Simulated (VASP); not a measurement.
# TaBr4F (P4/mmm) in VASP: notebook

Runs on TaBr4F. Level: PBE. Tasks: single point.

Program: VASP 6.6.1. These are calculated values, not measurements. Logs are shortened: lines on timing, memory, paths and dates and some standing lists are left out, and cuts for length are marked.

### 1 The cell of the first run

The structure is tetragonal, space group P4/mmm (No. 123). The conventional cell has a = 4.338 Å, b = 4.338 Å, c = 7.346 Å, α = 90.00°, β = 90.00°, γ = 90.00°. Within 3.8 Å of Ta (site symmetry 4/mmm) lie 10 Br at 2.90 to 3.16 Å. Within 2.1 Å of Br (site symmetry 4mm) lie 1 Br at 1.54 Å. Br (site symmetry 4mm) has 1 Br at 1.54 Å within 2.1 Å. Within 3.8 Å of F (site symmetry 4/mmm) lie 10 Br at 2.90 to 3.16 Å.

The cell was built from a structure type or drawn by symmetry, and may not be a known phase.

### 2 Single point, PBE, collinear spin

Input file INCAR:

```
SYSTEM = TaBr4F
PREC     = Accurate       ! precision mode
ENCUT    = 520            ! plane-wave cutoff, eV
EDIFF    = 1E-6           ! SCF threshold, eV
ISMEAR   = 0              ! smearing method
SIGMA    = 0.1            ! smearing width, eV
LREAL    = .False.        ! projectors in reciprocal space
LASPH    = .True.         ! aspherical terms in the spheres
NELM     = 150            ! most SCF steps
ALGO     = Normal         ! electronic algorithm
ISIF     = 2              ! what is computed and relaxed
LWAVE    = .False.        ! write WAVECAR
LCHARG   = .True.         ! write CHGCAR
ISPIN    = 2              ! spin polarisation
MAGMOM   = 1 0 0 0 0 0    ! initial moments
LORBIT   = 11             ! projections on sites
LMAXMIX  = 4              ! l up to which the mixer works
GGA      = PE             ! functional
LELF     = .True.         ! ELF
LVHAR    = .True.       
NBANDS   = 36             ! bands
```

Input file KPOINTS:

```
regular mesh
0
Gamma
  4 4 4
  0 0 0
```

Input file POSCAR:

```
TaBr4F
1.0
    4.3375497700      0.0000000000      0.0000000000
    0.0000000000      4.3375497700      0.0000000000
    0.0000000000      0.0000000000      7.3463546400
Ta Br F
1 4 1
Direct
    0.0000000000      0.0000000000      0.0000000000
    0.0000000000      0.0000000000      0.6049659800
    0.5000000000      0.5000000000      0.1051210000
    0.5000000000      0.5000000000      0.8948790000
    0.0000000000      0.0000000000      0.3950340200
    0.5000000000      0.5000000000      0.5000000000
```

Potentials or basis: VASP PAW PBE potentials, release 64 (Ta_pv, Br, F).

The run is started by

```
$ cat potpaw_PBE.64/Ta_pv/POTCAR potpaw_PBE.64/Br/POTCAR potpaw_PBE.64/F/POTCAR > POTCAR
$ mpirun -np 1 vasp_std > vasp.out
```

OUTCAR:

```text
SYSTEM = TaBr4F
   PREC = Accurate
   ENCUT = 520
   EDIFF = 1E-6
   ISMEAR = 0
   LREAL = .False.
   LASPH = .True.
   NELM = 150
   ISIF = 2
   ISPIN = 2
   LORBIT = 11
   GGA = PE

 ion  position               nearest neighbor table
   1  0.000  0.000  0.000-   2 2.90   5 2.90   4 3.16   3 3.16   3 3.16   4 3.16   3 3.16   4 3.16
                             3 3.16   4 3.16
   2  0.000  0.000  0.605-   5 1.54   1 2.90
   3  0.500  0.500  0.105-   4 1.54   1 3.16   1 3.16   1 3.16   1 3.16
   4  0.500  0.500  0.895-   3 1.54   1 3.16   1 3.16   1 3.16   1 3.16
   5  0.000  0.000  0.395-   2 1.54   1 2.90
   6  0.500  0.500  0.500-

  LATTYP: Found a simple tetragonal cell.
 ALAT       =     4.3375497700
 C/A-ratio  =     1.6936646332

  Lattice vectors:

 A1 = (   4.3375497700,   0.0000000000,   0.0000000000)
 A2 = (   0.0000000000,   4.3375497700,   0.0000000000)
 A3 = (   0.0000000000,   0.0000000000,   7.3463546400)

Analysis of symmetry for initial positions (statically):
=====================================================================
 Subroutine PRICEL returns:
 Original cell was already a primitive cell.

 Routine SETGRP: Setting up the symmetry group for a
 simple tetragonal supercell.

 Subroutine GETGRP returns: Found 16 space group operations
 (whereof 16 operations were pure point group operations)
 out of a pool of 16 trial point group operations.

The static configuration has the point symmetry D_4h.

Analysis of symmetry for dynamics (positions and initial velocities):
=====================================================================
 Subroutine PRICEL returns:
 Original cell was already a primitive cell.

 Routine SETGRP: Setting up the symmetry group for a
 simple tetragonal supercell.

 Subroutine GETGRP returns: Found 16 space group operations
 (whereof 16 operations were pure point group operations)
 out of a pool of 16 trial point group operations.

The dynamic configuration has the point symmetry D_4h.

Analysis of structural, dynamic, and magnetic symmetry:
=====================================================================
 Subroutine PRICEL returns:
 Original cell was already a primitive cell.

 Routine SETGRP: Setting up the symmetry group for a
 simple tetragonal supercell.

 Subroutine GETGRP returns: Found 16 space group operations
 (whereof 16 operations were pure point group operations)
 out of a pool of 16 trial point group operations.

The overall configuration has the point symmetry D_4h.

 Subroutine INISYM returns: Found 16 space group operations
 (whereof 16 operations are pure point group operations),
 and found     1 'primitive' translations

----------------------------------------------------------------------------------------

                                     Primitive cell

  volume of cell :     138.2168

  direct lattice vectors                    reciprocal lattice vectors
     4.337549770  0.000000000  0.000000000     0.230544905  0.000000000  0.000000000
     0.000000000  4.337549770  0.000000000     0.000000000  0.230544905  0.000000000
     0.000000000  0.000000000  7.346354640     0.000000000  0.000000000  0.136121934

  length of vectors
     4.337549770  4.337549770  7.346354640     0.230544905  0.230544905  0.136121934

  position of ions in fractional coordinates (direct lattice)
     0.000000000  0.000000000  0.000000000
     0.000000000  0.000000000  0.604965980
     0.500000000  0.500000000  0.105121000
     0.500000000  0.500000000  0.894879000
     0.000000000  0.000000000  0.395034020
     0.500000000  0.500000000  0.500000000

  ion indices of the primitive-cell ions
   primitive index   ion index
                 1           1
                 2           2
                 3           3
                 4           4
                 5           5
                 6           6

[... 28 lines left out ...]
  0.000000  0.000000  0.000000      1.000000
  0.250000  0.000000  0.000000      4.000000
  0.500000  0.000000  0.000000      2.000000
  0.250000  0.250000  0.000000      4.000000
  0.500000  0.250000  0.000000      4.000000
  0.500000  0.500000  0.000000      1.000000
[... 10 lines left out ...]
  0.500000  0.250000  0.500000      4.000000
  0.500000  0.500000  0.500000      1.000000
   k-points           NKPTS =     18   k-points in BZ     NKDIM =     18   number of bands    NBANDS=     36
   number of dos      NEDOS =    301   number of ions     NIONS =      6
   total plane-waves  NPLWV =  57344
   dimension x,y,z NGX =    32 NGY =   32 NGZ =   56
   dimension x,y,z NGXF=    64 NGYF=   64 NGZF=  112
   ions per type =               1   4   1
   NGX,Y,Z   is equivalent  to a cutoff of  12.26, 12.26, 12.67 a.u.
   NGXF,Y,Z  is equivalent  to a cutoff of  24.53, 24.53, 25.35 a.u.
 SYSTEM =  TaBr4F
   PREC   = accura    normal or accurate (medium, high low for compatibility)
   ISTART =      0    job   : 0-new  1-cont  2-samecut
   ICHARG =      2    charge: 1-file 2-atom 10-const
   ISPIN  =      2    spin polarized calculation?
   LNONCOLLINEAR =      F non collinear calculations
   LSORBIT =      F    spin-orbit coupling
   LASPH  =      T    aspherical Exc in radial PAW
   ENCUT  =  520.0 eV  38.22 Ry    6.18 a.u.   8.06  8.06 13.66*2*pi/ulx,y,z
   NELM   =    150;   NELMIN=  2; NELMDL= -5     # of ELM steps
   EDIFF  = 0.1E-05   stopping-criterion for ELM
   LREAL  =      F    real-space projection
   EDIFFG = 0.1E-04   stopping-criterion for IOM
   NSW    =      0    number of steps for IOM
   IBRION =     -1    ionic relax: 0-MD 1-quasi-New 2-CG
   NFREE  =      0    steps in history (QN), initial steepest desc. (CG)
   ISIF   =      2    stress and relaxation
   ISYM   =      2    0-nonsym 1-usesym 2-fastsym
   POTIM  = 0.5000    time-step for ionic-motion
   TEBEG  =    0.0;   TEEND  =   0.0 temperature during run
   PSTRESS=    0.0 pullay stress
   NELECT =      46.0000    total number of electrons
   NUPDOWN=      -1.0000    fix difference up-down
   EMIN   =  10.00;   EMAX   =-10.00  energy-range for DOS
   EFERMI =   0.00;   METHOD = LEGACY
   ISMEAR =     0;   SIGMA  =   0.10  broadening in eV -4-tet -1-fermi 0-gaus
   EFERMI_NEDOS =   21; number of points for ismear=-14 and -15
   IALGO  =     38    algorithm
   IMIX   =      4    mixing-type and parameters
     AMIX     =   0.40;   BMIX     =  1.00
     AMIX_MAG =   1.60;   BMIX_MAG =  1.00
  volume/ion in A,a.u.               =      23.04       155.46
  Fermi-wavevector in a.u.,A,eV,Ry     =   1.134507  2.143907 17.512141  1.287106
  Thomas-Fermi vector in A             =   2.271211
   LORBIT       =     11    0 simple, 1 ext, 2 COOP (PROOUT), +10 PAW based schemes
   GGA     = PE    functional components
   LHFCALC =     F    Hartree Fock is set to
   AEXX    =    0.0000 exact exchange contribution
   IVDW    =     0    specifies the selected vdW correction
   LEPSILON=     F    determine dielectric tensor
   LRPA    =     F    only Hartree local field effects (RPA)
 spin polarized calculation
 Gauss-broadening in eV      SIGMA  =   0.10
  energy-cutoff  :      520.00
  volume of cell :      138.22
 maximum number of plane-waves:      3760
   NGX = 17   NGY = 17   NGZ = 27

 number of electron      45.9999995 magnetization       2.0375810

 Free energy of the ion-electron system (eV)
  ---------------------------------------------------
  ext. energy  EPLUGINS =         0.00000000
  ---------------------------------------------------
  free energy    TOTEN  =        17.06215703 eV

  energy without entropy =       17.07035330  energy(sigma->0) =       17.06625516

 E-fermi :   3.4027     XC(G=0):  -9.2803

 val. band max:        3.3639901220   @ k =   0.5000   0.2500   0.5000
 cond. band min:       3.5313443188   @ k =   0.5000   0.0000   0.2500
 fundamental gap:      0.1673541968
 Fermi energy:         3.4027016533

 spin component 1

 k-point     1 :       0.0000    0.0000    0.0000
  band No.  band energies     occupation
      1     -32.6090      1.00000
      2     -32.3854      1.00000
      3     -32.3854      1.00000
      4     -22.1674      1.00000
      5     -21.2205      1.00000
      6     -16.3110      1.00000
[... 673 lines left out ...]
     34      11.7501      0.00000
     35      11.7628      0.00000
 Fermi energy:         3.4027016533

 spin component 2

 k-point     1 :       0.0000    0.0000    0.0000
  band No.  band energies     occupation
      1     -31.7150      1.00000
      2     -31.4936      1.00000
      3     -31.4936      1.00000
      4     -22.1340      1.00000
      5     -21.2026      1.00000
      6     -16.3376      1.00000
[... 673 lines left out ...]
     34      11.7641      0.00000
     35      11.9008      0.00000
 [bands above 35 left out]

------------------------ aborting loop because EDIFF is reached ----------------------------------------

  FORCE on cell =-STRESS in cart. coord.  units (eV):
  Direction    XX          YY          ZZ          XY          YZ          ZX
  --------------------------------------------------------------------------------------
  -------------------------------------------------------------------------------------
  Total       -1.6455659     -1.6455659    231.0872597      0.0000000      0.0000000     -0.0000000
  in kB      -19.0750210    -19.0750210   2678.7103350      0.0000000      0.0000000     -0.0000000
  external PRESSURE =     880.1867643 kB  Pullay stress =       0.0000000 kB

 VOLUME and BASIS-vectors are now :
 -----------------------------------------------------------------------------
  energy-cutoff  :      520.00
  volume of cell :      138.22
      direct lattice vectors                 reciprocal lattice vectors
     4.337549770  0.000000000  0.000000000     0.230544905  0.000000000  0.000000000
     0.000000000  4.337549770  0.000000000     0.000000000  0.230544905  0.000000000
     0.000000000  0.000000000  7.346354640     0.000000000  0.000000000  0.136121934

 POSITION                                       TOTAL-FORCE (eV/Angst)
 -----------------------------------------------------------------------------------
      0.00000      0.00000      0.00000        -0.000000     -0.000000     -0.000000
      0.00000      0.00000      4.44429        -0.000000      0.000000     74.630771
      2.16877      2.16877      0.77226        -0.000000      0.000000     75.967172
      2.16877      2.16877      6.57410         0.000000     -0.000000    -75.967172
      0.00000      0.00000      2.90206         0.000000      0.000000    -74.630771
      2.16877      2.16877      3.67318        -0.000000     -0.000000     -0.000000
 -----------------------------------------------------------------------------------
    total drift:                                0.000000     -0.000000     -0.000000

  FREE ENERGIE OF THE ION-ELECTRON SYSTEM (eV)
  ---------------------------------------------------
  free  energy   TOTEN  =        17.0621570325 eV

  energy  without entropy=       17.0703532963  energy(sigma->0) =       17.06625516

 total charge

# of ion       s       p       d       tot
------------------------------------------
    1        0.400   5.970   2.179   8.548
    2        1.701   3.728   0.442   5.870
    3        1.720   3.654   0.491   5.865
    4        1.720   3.654   0.491   5.865
    5        1.701   3.728   0.442   5.870
    6        1.733   4.298   0.000   6.031
--------------------------------------------------
tot          8.973  25.033   4.043  38.049

 magnetization (x)

# of ion       s       p       d       tot
------------------------------------------
    1        0.083   0.012   1.325   1.419
    2        0.013  -0.029   0.019   0.003
    3        0.003  -0.019   0.019   0.003
    4        0.003  -0.019   0.019   0.003
    5        0.013  -0.029   0.019   0.003
    6       -0.000  -0.014   0.000  -0.014
--------------------------------------------------
tot          0.115  -0.098   1.401   1.418
```

Run time: 1.8 min. Hardware: 1 thread of Intel Xeon Platinum 8488C (Sapphire Rapids), shared host; peak memory 0.35 GiB.

Results:

- Free energy: 17.0622 eV
- Pressure: 88.0 GPa
- Largest force: 75.967 eV/Å
- Band gap on the k mesh: zero (filled and empty bands overlap)
- Net moment: 2.04 μB per cell
- Site moments: Ta +1.42; Br +0.00; F -0.01 μB
- Valence electrons inside the program's atomic spheres: Ta 8.55; Br 5.87; F 6.03

Forces in eV/Å, atoms in the order of the input:
```
Ta    0.000   0.000   0.000
Br    0.000   0.000  74.631
Br    0.000   0.000  75.967
Br    0.000   0.000 -75.967
Br    0.000   0.000 -74.631
F     0.000   0.000   0.000
```

Caveat: the k points lie up to 0.36 Å⁻¹ apart, too coarse for converged energies and pressures of a metal; atoms lie so close that the PAW spheres overlap strongly, which falsifies energies and pressures; spin-orbit coupling is left out, which moves the levels of the heavy elements; forces of over 1 eV/Å act on the atoms, so gaps and moduli don't describe the material at rest.

### 3 Single point, PBE, collinear spin

This run uses another cell than the first one, of 28.54 Å³/atom.

Input file INCAR:

```
SYSTEM = TaBr4F
PREC = Accurate
ENCUT = 520
EDIFF = 1E-7
ISMEAR = 0
SIGMA = 0.1
LREAL = .False.
LASPH = .True.
NELM = 150
ALGO = Normal
ISIF = 2
LWAVE = .False.
LCHARG = .False.
ISPIN = 2
MAGMOM = 1 0 0 0 0 0
LORBIT = 11
LMAXMIX = 4
GGA = PE
NBANDS = 36
```

Input file KPOINTS:

```
Automatic mesh
0
Gamma
  4 4 4
  0 0 0
```

Input file POSCAR:

```
TaBr4F
1.0
    4.6811788628      0.0000000000      0.0000000000
    0.0000000000      4.6811788628      0.0000000000
    0.0000000000      0.0000000000      7.8148076853
Ta Br F
1 4 1
Direct
    0.0000000000      0.0000000000      0.0000000000
    0.0000000000      0.0000000000      0.6966977626
    0.5000000000      0.5000000000      0.1790290238
    0.5000000000      0.5000000000      0.8209709762
    0.0000000000      0.0000000000      0.3033022374
    0.5000000000      0.5000000000      0.5000000000
```

Potentials or basis: VASP PAW PBE potentials, release 64 (Ta_pv, Br, F).

The run is started by

```
$ cat potpaw_PBE.64/Ta_pv/POTCAR potpaw_PBE.64/Br/POTCAR potpaw_PBE.64/F/POTCAR > POTCAR
$ mpirun -np 1 vasp_std > vasp.out
```

Run time: 2.6 min. Hardware: 1 thread of Intel Xeon Platinum 8488C (Sapphire Rapids), shared host; peak memory 0.42 GiB.

It converged, with:

```yaml
Free_energy: -19.7323 eV
Pressure: 0.1 GPa
Largest_force: 0.022 eV/Å
Net_moment: 1.50 μB per cell
Site_moments: Ta +1.17; Br -0.06, -0.03 (each value once); F -0.01 μB
Valence_electrons_inside_the_program's_atomic_spheres: Ta 8.52; Br 4.89, 4.71 (each value once); F 5.94
```

Forces in eV/Å, atoms in the order of the input:
```
Ta   0.000  0.000  0.000
Br   0.000  0.000 -0.022
Br   0.000  0.000  0.002
Br   0.000  0.000 -0.002
Br   0.000  0.000  0.022
F    0.000  0.000  0.000
```

Levels at points of the mesh, in eV from the Fermi level:
Spin up:
```
           k point  band 20  band 21  band 22  band 23  band 24  band 25  band 26  band 27  band 28  band 29
(0.00, 0.00, 0.00)    -1.52    -1.21    -1.04    -0.99    -0.99    -0.10     1.12     1.26     1.26     4.82
(0.50, 0.00, 0.00)    -1.70    -1.61    -1.35    -0.42     0.66     0.73     0.73     1.28     1.66     3.34
(0.50, 0.50, 0.00)    -1.34    -0.73    -0.73    -0.46    -0.19     0.13     1.11     1.11     1.15     4.45
(0.00, 0.00, 0.50)    -1.33    -1.21    -0.99    -0.99    -0.60    -0.28    -0.10     1.03     1.03     5.93
(0.50, 0.00, 0.50)    -1.28    -1.25    -1.14    -0.49    -0.43     0.61     0.70     0.98     1.13     3.55
(0.50, 0.50, 0.50)    -1.22    -0.86    -0.86    -0.46    -0.24    -0.19     0.21     0.91     0.91     4.47
```
Spin down:
```csv
k point,band 19,band 20,band 21,band 22,band 23,band 24,band 25,band 26
"(0.00, 0.00, 0.00)",-1.56,-1.56,-1.00,-1.00,0.20,0.64,0.86,1.10
"(0.50, 0.00, 0.00)",-1.89,-1.67,-1.61,-1.38,0.90,1.48,1.57,1.79
"(0.50, 0.50, 0.00)",-1.39,-1.39,-0.75,-0.75,0.98,1.06,1.12,1.65
"(0.00, 0.00, 0.50)",-1.39,-1.31,-1.03,-1.03,-0.29,0.31,0.64,0.86
"(0.50, 0.00, 0.50)",-2.24,-1.31,-1.28,-1.15,-0.40,1.46,1.49,1.55
"(0.50, 0.50, 0.50)",-1.27,-1.19,-0.91,-0.91,-0.25,0.99,1.10,1.44
```

Caveat: spin-orbit coupling is left out, which moves the levels of the heavy elements.
